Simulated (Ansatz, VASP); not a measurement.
**One calculation of Ir4Pt, two programs**

The input INCAR:

```
PREC = Accurate ; ENCUT = 600
EDIFF = 1E-6 ; ISMEAR = 0
SIGMA = 0.1 ; LREAL = F
LASPH = T ; NELM = 60
ALGO = Fast ; ISIF = 3
LWAVE = F ; LCHARG = F
GGA = PE ; IBRION = 2
NSW = 100 ; EDIFFG = -0.01
```

Contents of KPOINTS:

```
regular mesh
0
Gamma
  12 12 4
```

POSCAR

```
Ir4Pt
1.0
    2.7655435530      0.0000000000      0.0000000000
   -1.3827717765      2.3950309722      0.0000000000
    0.0000000000      0.0000000000     11.1664413295
Ir Pt
4 1
Direct
    0.3333333333      0.6666666667      0.7942504156
    0.3333333333      0.6666666667      0.4000701005
    0.6666666667      0.3333333333      0.2057495844
    0.6666666667      0.3333333333      0.5999298995
    0.0000000000      0.0000000000      0.0000000000
```

Input for Ansatz:

```yaml
crystal:
  lattice:
    - [2.765543553, 0.0, 0.0]
    - [-1.3827717765, 2.3950309722, 0.0]
    - [0.0, 0.0, 11.1664413295]
  atoms:
    - { symbol: Ir, position: [0.3333333333, 0.6666666667, 0.7942504156] }
    - { symbol: Ir, position: [0.3333333333, 0.6666666667, 0.4000701005] }
    - { symbol: Ir, position: [0.6666666667, 0.3333333333, 0.2057495844] }
    - { symbol: Ir, position: [0.6666666667, 0.3333333333, 0.5999298995] }
    - { symbol: Pt, position: [0.0, 0.0, 0.0] }
basis:
  ecutwfc: 420
kpoints:
  mp_grid: { grid: [12, 12, 4] }
hamiltonian:
  xc: pbe
scf:
  occupations: { method: gaussian, width: 0.1 }
output:
  forces: true
  stress: true
  eigenvalues: true
relax:
  adjacent_minimum: "off"
  f_tol: 0.01
  max_steps: 80
  cell: { stress_tol: 0.05 }
```

Change from the starting cell: species swapped into the Co4H type (P-3m1, No. 164).

Alike in both runs: task relaxation of cell and atoms; functional PBE; k mesh 12 × 12 × 4; occupations gaussian, width 0.1 eV; no spin polarisation.

|  | VASP | Ansatz |
| --- | --- | --- |
| version | VASP 6.6.1 | Ansatz 0.2.0 |
| potentials or method | VASP PAW PBE potentials, release 64 (Ir, Pt), cutoff 600 eV | scalar-relativistic, plane waves, PAW |
| valence electrons in the cell | 46 | 86 |

Ansatz gave:

| Property | Result |
| --- | --- |
| gap on the k mesh at the Fermi level, each at its own relaxed structure (eV) | none |
| relaxed volume (Å³/atom) | 14.75 |
| relaxed cell length with the largest relative difference (Å) | 11.204 |

Q: What did VASP give for the same quantities?

A: gap on the k mesh at the Fermi level, each at its own relaxed structure (eV): none; relaxed volume (Å³/atom): 14.76; relaxed cell length with the largest relative difference (Å): 11.208.

A gap of «none» marks a metal or a gap that the smearing closes. VASP's potentials hold 46 valence electrons a cell and Ansatz's 86, so a difference there can come from the potentials and not from the codes.

Neither program's run includes spin-orbit coupling. Noted on VASP's run: too few bands were computed for a metal, which touches its energy and stress.
